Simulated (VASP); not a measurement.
Runs of VASP 6.6.1 on C. The structure is that of space group P6_3/mmc (No. 194), or close to it. The cells are those of the table. 

```csv
cell,gap on the mesh (eV),pressure (GPa)
"a = 2.329, b = 2.329, c = 7.038 Å, angles 90.0, 90.0, 120.0°, 4 atoms",none,56.3
"a = 2.559, b = 2.559, c = 6.072 Å, angles 90.0, 90.0, 120.0°, 4 atoms",none,(a)
"a = 2.438, b = 2.438, c = 6.527 Å, angles 90.0, 90.0, 120.0°, 4 atoms",none,8.5
"a = 2.478, b = 2.478, c = 6.475 Å, angles 90.0, 90.0, 120.0°, 4 atoms",none,-6.1
"a = 2.313, b = 2.313, c = 7.429 Å, angles 90.0, 90.0, 120.0°, 4 atoms",none,60.9
"a = 2.425, b = 2.425, c = 6.491 Å, angles 90.0, 90.0, 120.0°, 4 atoms",none,14.2
"a = 2.361, b = 2.361, c = 6.961 Å, angles 90.0, 90.0, 120.0°, 4 atoms",none,40.8
"a = 2.517, b = 2.517, c = 6.577 Å, angles 90.0, 90.0, 120.0°, 4 atoms",none,-18.3
"a = 2.343, b = 2.343, c = 6.664 Å, angles 90.0, 90.0, 120.0°, 4 atoms",none,52.3
"a = 2.489, b = 2.489, c = 5.902 Å, angles 90.0, 90.0, 120.0°, 4 atoms",none,(b)
"a = 2.508, b = 2.508, c = 6.319 Å, angles 90.0, 90.0, 120.0°, 4 atoms",none,-15.9
"a = 2.394, b = 2.394, c = 6.106 Å, angles 90.0, 90.0, 120.0°, 4 atoms",none,31.2
```

Alike in all rows: task single point; level PBEsol+D3(BJ); potentials or basis VASP PAW PBE potentials, release 64 (C); no spin polarisation; k mesh 21 × 21 × 8; cutoff (eV) 520; smearing gaussian 0.15 eV.

Problem. Estimate the missing entries.

Solution. (a) -30.3; (b) -8.9.

Caveats: the PAW data sets were made with another functional, which shifts forces and pressure a little; pairwise dispersion overbinds metals, which lowers pressure and volume (some runs).

A gap of «none» marks levels without a gap at the run's occupations.
